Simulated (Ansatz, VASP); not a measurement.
**Two plane-wave programs on CsSnI3**

```
CELL_PARAMETERS angstrom
6.24149 0.00000 0.00000
0.00000 6.24149 0.00000
0.00000 0.00000 6.24149
ATOMIC_POSITIONS crystal
Cs 0.00000 0.00000 0.00000
Sn 0.50000 0.50000 0.50000
I 0.50000 0.50000 0.00000
I 0.50000 0.00000 0.50000
I 0.00000 0.50000 0.50000
```

Alike in both runs: task single point; functional r2SCAN; k mesh 4 × 4 × 4; no spin polarisation.

```csv
,VASP,Ansatz
version,VASP 6.6.1,Ansatz 0.2.0
potentials or method,"VASP PAW PBE potentials, release 64 (Cs_sv, Sn_d, I)","plane waves, PAW"
plane-wave cutoff (eV),520,500
occupations,"gaussian, width 0.01 eV",fixed
valence electrons in the cell,44,74
```

```tsv
	VASP	Ansatz	Ansatz less VASP
gap on the k mesh at the Fermi level (eV)	0.50	0.50	+0.001
pressure (GPa)	0.0	0.0	+0.01
```

VASP's potentials were made for PBE, not for r2SCAN. VASP's potentials hold 44 valence electrons a cell and Ansatz's 74, so a difference there can come from the potentials and not from the codes.

Neither program's run includes spin-orbit coupling.
